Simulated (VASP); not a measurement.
A run of VASP 6.6.1:

File POSCAR:

```
Sn
1.0
    0.0000000000      3.3121368811      3.3121368811
    3.3121368811      0.0000000000      3.3121368811
    3.3121368811      3.3121368811      0.0000000000
Sn
2
Direct
    0.5000000000      0.5000000000      0.5000000000
    0.7500000000      0.7500000000      0.7500000000
```

File INCAR.step1:

```
PREC = Accurate ; ENCUT = 520
ISMEAR = -1 ; SIGMA = 0.08
LREAL = False ; LASPH = True
NELM = 80 ; NBANDS = 21
GGA = PE ; ALGO = Normal
EDIFF = 1E-4 ; LWAVE = True
LCHARG = False
```

The input INCAR.step2:

```
PREC = Accurate ; ENCUT = 520
EDIFF = 1E-8 ; ISMEAR = -1
SIGMA = 0.08 ; LREAL = False
LASPH = True ; NELM = 80
ALGO = Normal ; ISIF = 2
LWAVE = False ; LCHARG = False
METAGGA = R2SCAN ; LMIXTAU = True
LEFG = True ; NBANDS = 21
ISTART = 1
```

KPOINTS

```
Automatic mesh
0
Gamma
  9 9 9
```

Potentials or basis: VASP PAW PBE potentials, release 64 (Sn_d).

Command:

```bash
$ cat potpaw_PBE.64/Sn_d/POTCAR > POTCAR
$ cp INCAR.step1 INCAR
$ mpirun -np 1 vasp_std > vasp.out
$ cp INCAR.step2 INCAR
$ mpirun -np 1 vasp_std > vasp.out
```

Hardware: 1 thread of Intel(R) Xeon(R) Platinum 8259CL CPU @ 2.50GHz (Skylake/Cascade Lake), on a shared host.

**Question.** How long does it take, and how much memory?

**Answer.** Run time: 4.4 min on 1 thread of Intel(R) Xeon(R) Platinum 8259CL CPU @ 2.50GHz (Skylake/Cascade Lake), with other jobs on the host, peak memory 0.23 GiB. Counts: k points 35.
